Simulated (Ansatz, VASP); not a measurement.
## Two plane-wave programs on W

INCAR

```
PREC = Accurate ; ENCUT = 520
EDIFF = 1E-6 ; ISMEAR = 0
SIGMA = 0.15 ; LREAL = False
LASPH = True ; NELM = 100
ALGO = Fast ; ISIF = 2
LWAVE = False ; LCHARG = False
GGA = PE ; NBANDS = 13
```

Contents of KPOINTS:

```
regular mesh
0
Gamma
  20 20 20
```

POSCAR

```
W
1.0
   -1.5973000000      1.5973000000      1.5174350000
    1.5973000000     -1.5973000000      1.5174350000
    1.5973000000      1.5973000000     -1.5174350000
W
1
Direct
    0.0000000000      0.0000000000      0.0000000000
```

Input for Ansatz:

```yaml
crystal:
  lattice:
    - [-1.5973, 1.5973, 1.517435]
    - [1.5973, -1.5973, 1.517435]
    - [1.5973, 1.5973, -1.517435]
  atoms:
    - { symbol: W, position: [0.0, 0.0, 0.0] }
basis:
  ecutwfc: 420
kpoints:
  mp_grid: { grid: [20, 20, 20] }
hamiltonian:
  xc: pbe
scf:
  occupations: { method: gaussian, width: 0.15 }
output:
  forces: true
  stress: true
  eigenvalues: true
```

Change from the starting cell: strain +0.000 along x and y, -0.050 along z, atoms carried along.

Alike in both runs: task single point; functional PBE; k mesh 20 × 20 × 20; occupations gaussian, width 0.15 eV; no spin polarisation.

|  | VASP | Ansatz |
| --- | --- | --- |
| version | VASP 6.6.1 | Ansatz 0.2.0 |
| potentials or method | VASP PAW PBE potentials, release 64 (W_sv), cutoff 520 eV | scalar-relativistic, plane waves, PAW |
| valence electrons in the cell | 14 | 14 |

Ansatz gave:

| Property | Result |
| --- | --- |
| gap on the k mesh at the Fermi level (eV) | none |
| pressure (GPa) | 14.0 |
| traceless stress, the component that is largest in VASP (GPa) | 12.83 |

Task: Estimate VASP's values.

Result: gap on the k mesh at the Fermi level (eV): none; pressure (GPa): 14.7; traceless stress, the component that is largest in VASP (GPa): 12.83.

A gap of «none» marks a metal or a gap that the smearing closes.

Neither program's run includes spin-orbit coupling.
